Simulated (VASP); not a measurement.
The system is TiB2N3.

```
Ti B N
1.0
     3.22740    0.00000    0.00000
     0.00000    3.22740    0.00000
     0.00000    0.00000    4.82559
Ti B N
1 2 3
Direct
  0.00000 0.00000 0.11294
  0.00000 0.00000 0.64943
  0.50000 0.50000 0.32179
  0.50000 0.00000 0.75840
  0.00000 0.50000 0.75840
  0.50000 0.50000 0.64015
```

| Item | Value |
| --- | --- |
| Program | VASP 6.6.1 |
| Task | relaxation of cell and atoms |
| Functional | PBE |
| Potentials or basis | VASP PAW PBE potentials, release 64 (Ti_sv, B, N) |
| Cutoff | 600 eV |
| k mesh | 6 × 6 × 4 |
| Occupations | gaussian, width 0.1 eV |
| Spin | no spin polarisation |

At the start: pressure 1.5 GPa; volume 8.38 Å³/atom.

**Question.** Where does the relaxation end?

**Answer.** Over 10 steps the energy falls by 6.7 meV/atom and the volume is 8.43 Å³/atom (+0.6 %); space group P4mm (No. 99, to 0.05 Å).

Step by step:
| step | energy change (eV) | largest force (eV/Å) | pressure (GPa) | volume (Å³) |
| --- | --- | --- | --- | --- |
| 1 | 0.0000 | 0.5169 | 1.48 | 50.26 |
| 2 | -0.0210 | 0.5076 | -0.34 | 50.83 |
| 3 | -0.0251 | 0.2866 | 0.10 | 50.66 |
| 4 | -0.0306 | 0.1881 | -0.43 | 50.76 |
| 5 | -0.0315 | 0.2351 | -0.74 | 50.82 |
| 6 | -0.0350 | 0.1200 | -0.25 | 50.73 |
| 7 | -0.0363 | 0.1383 | 0.27 | 50.64 |
| 8 | -0.0382 | 0.1146 | 0.02 | 50.66 |
| 9 | -0.0394 | 0.0835 | -0.34 | 50.69 |
| 10 | -0.0401 | 0.0324 | -0.12 | 50.58 |

Final structure:
```xyz
6
Lattice="3.2523 0.0000 0.0000 0.0000 3.2523 0.0000 0.0000 0.0000 4.7822" Properties=species:S:1:pos:R:3 pbc="T T T"
Ti    3.2523    0.0000    0.4915
B     0.0000    3.2523    3.0584
B     1.6262    1.6262    1.5854
N     1.6262    3.2523    3.6286
N     0.0000    1.6262    3.6286
N     1.6262    1.6262    3.1073
```
